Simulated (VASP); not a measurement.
Wanted: the native input for a VASP 6.6.1 run.

- Task: single point
- Functional: LDA
- Potentials or basis: VASP PAW LDA potentials, release 64 (Ba_sv)
- Cutoff: 500 eV
- k mesh: 6 × 6 × 6
- Occupations: gaussian, width 0.1 eV
- Spin: no spin polarisation
- Dipole correction: no
- Further INCAR settings: ALGO = Normal; EDIFF = 1e-06; NBANDS = 11

The structure of Ba lies in POSCAR:

```
Ba
1.0
    0.0000000000      3.2326650028      3.2326650028
    3.2326650028      0.0000000000      3.2326650028
    3.2326650028      3.2326650028      0.0000000000
Ba
1
Direct
    0.0000000000      0.0000000000      0.0000000000
```

The input as run:

INCAR

```
PREC = Accurate ; ENCUT = 500
EDIFF = 1E-6 ; ISMEAR = 0
SIGMA = 0.1 ; LREAL = False
LASPH = True ; NELM = 120
ALGO = Normal ; ISIF = 2
LWAVE = False ; LCHARG = False
GGA = CA ; NBANDS = 11
GGA_COMPAT = False
```

KPOINTS

```
Automatic mesh
0
Gamma
  6 6 6
```

Potentials or basis: VASP PAW LDA potentials, release 64 (Ba_sv).

Command:

```bash
$ cat potpaw_LDA.64/Ba_sv/POTCAR > POTCAR
$ mpirun -np 1 vasp_std > vasp.out
```

It gave:

```
Pressure               : -1.6 GPa
Band gap on the k mesh : zero (band 5 reaches 1.35 eV, above the bottom of band 6 at 1.11 eV)
```

Caveat: spin-orbit coupling is left out, which moves the levels of the heavy elements.

Run time: 26 s on 1 thread of AMD EPYC 7R13 (shared host), peak memory 0.14 GiB.
